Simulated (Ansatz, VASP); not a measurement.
One calculation of YTl, two programs

The input INCAR:

```
PREC     = Accurate       # precision mode
ENCUT    = 520            # plane-wave cutoff, eV
EDIFF    = 1E-6           # SCF threshold, eV
ISMEAR   = -1             # smearing method
SIGMA    = 0.08           # smearing width, eV
LREAL    = F              # projectors in reciprocal space
LASPH    = T              # aspherical terms in the spheres
NELM     = 80             # most SCF steps
ALGO     = Normal         # electronic algorithm
ISIF     = 2              # what is computed and relaxed
LWAVE    = F              # write WAVECAR
LCHARG   = T              # write CHGCAR
LELF     = T              # ELF
LVHAR    = T            
NBANDS   = 19             # bands
```

The input KPOINTS:

```
Automatic mesh
0
Gamma
  11 11 11
```

Contents of POSCAR:

```
YTl
1.0
    3.7510000000     -0.0187550000     -0.0187550000
   -0.0187550000      3.7510000000     -0.0187550000
   -0.0187550000     -0.0187550000      3.7510000000
Y Tl
1 1
Direct
    0.5000000000      0.5000000000      0.5000000000
    0.0000000000      0.0000000000      0.0000000000
```

Input for Ansatz:

```yaml
crystal:
  lattice:
    - [3.751, -0.018755, -0.018755]
    - [-0.018755, 3.751, -0.018755]
    - [-0.018755, -0.018755, 3.751]
  atoms:
    - { symbol: "Y", position: [0.5, 0.5, 0.5] }
    - { symbol: Tl, position: [0.0, 0.0, 0.0] }
kpoints:
  mp_grid: { grid: [11, 11, 11] }
  band_path:
    path:
      - [0.0, 0.0, 0.0]
      - [0.5, 0.0, 0.0]
      - [0.5, -0.5, 0.5]
      - [0.4901240068, -0.5098759932, 0.4901240068]
      - [0.4901240068, 0.4901240068, 0.4901240068]
      - [0.0, 0.0, 0.0]
      - [0.5, -0.5, 0.0]
    npoints: 5
scf:
  occupations: { method: fermi_dirac, width: 0.08 }
hamiltonian:
  xc: lda
  pseudopotentials: { kind: all_electron, lapw: { basis_error: 0.00025 } }
output:
  forces: true
  stress: true
  eigenvalues: true
```

Change from the starting cell: equal xy, yz and zx shear strains of -1 %.

Alike in both runs: task single point; functional LDA; k mesh 11 × 11 × 11; occupations fermi-dirac, width 0.08 eV; no spin polarisation.

```csv
,VASP,Ansatz
version,VASP 6.6.1,Ansatz 0.2.0
potentials or method,"VASP PAW LDA potentials, release 64 (Y_sv, Tl_d), cutoff 520 eV","all-electron LAPW, scalar-relativistic"
```

VASP gave:

- pressure (GPa): -2.9
- traceless stress, the component that is largest in VASP (GPa): 0.36

Task: What did Ansatz give for the same quantities?

Result: Pressure (GPa): -3.0; traceless stress, the component that is largest in VASP (GPa): 0.36.

LDA's correlation is that of Perdew and Zunger in VASP and of Perdew and Wang (1992) in Ansatz. Ansatz ran all-electron here, and VASP with PAW potentials.

Neither program's run includes spin-orbit coupling.
